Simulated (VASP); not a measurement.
GaN:

```
Ga N
1.0
     3.31048    0.00000    0.00000
    -1.65524    2.86696    0.00000
     0.00000    0.00000    5.39097
Ga N
2 2
Direct
  0.33333 0.66667 0.99894
  0.66667 0.33333 0.49894
  0.33333 0.66667 0.37606
  0.66667 0.33333 0.87606
```

This cell differs from its parent crystal: strain +4.0%.

Base run:

| Quantity | Value |
| --- | --- |
| Program | VASP 6.6.1 |
| Functional | r2SCAN |
| Potentials or basis | VASP PAW PBE potentials, release 64 (Ga_d, N) |
| Cutoff | 520 eV |
| k mesh | 12 × 12 × 6 |
| Occupations | gaussian, width 0.01 eV |
| Spin | no spin polarisation |

Its results: band gap on the k mesh 1.53 eV; pressure -17.3 GPa; largest force 0.004 eV/Å.

Task: The run is repeated on the same cell with these changes: functional from r2SCAN to PBE; occupations from gaussian, width 0.01 eV to fermi-dirac, width 0.02 eV. What comes out?

Result: Band gap on the k mesh 1.16 eV; pressure -11.7 GPa; largest force 0.004 eV/Å.

Caveats: the cell stands under tension; the PAW data sets were made with another functional, which shifts forces and pressure a little (at least some runs).

